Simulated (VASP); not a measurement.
Input of a VASP 6.6.1 run:

The input INCAR:

```
SYSTEM = TiC
  PREC = Accurate
  ENCUT = 520
  EDIFF = 1E-6
  ISMEAR = -1
  SIGMA = 0.03
  LREAL = .FALSE.
  LASPH = .TRUE.
  NELM = 60
  ALGO = Normal
  ISIF = 2
  LWAVE = .FALSE.
  LCHARG = .TRUE.
  GGA = PS
  LELF = .TRUE.
  LVHAR = .TRUE.
  NBANDS = 15
```

Contents of KPOINTS:

```
regular mesh
0
G
  16 16 16
  0 0 0
```

The input POSCAR:

```
TiC
1.0
    0.0000000000      2.1640000000      2.1207200000
    2.1640000000      0.0000000000      2.1207200000
    2.1640000000      2.1640000000      0.0000000000
Ti C
1 1
Direct
    0.0000000000      0.0000000000      0.0000000000
    0.5000000000      0.5000000000      0.5000000000
```

Potentials or basis: VASP PAW PBE potentials, release 64 (Ti_sv, C).

Command:

```bash
$ cat potpaw_PBE.64/Ti_sv/POTCAR potpaw_PBE.64/C/POTCAR > POTCAR
$ mpirun -np 1 vasp_std > vasp.out
```

Estimate the band gap on the k mesh.

zero (band 8 reaches 10.34 eV, above the bottom of band 9 at 9.02 eV).

Predict the pressure.

-0.6 GPa.

Stress tensor (GPa, compression positive):
```
-3.47  0.00  0.00
 0.00 -3.47  0.00
 0.00  0.00  5.20
```

Caveat: the cell differs from its parent crystal (zz strain of -2 %); the PAW data sets were made with another functional, which shifts forces and pressure a little.
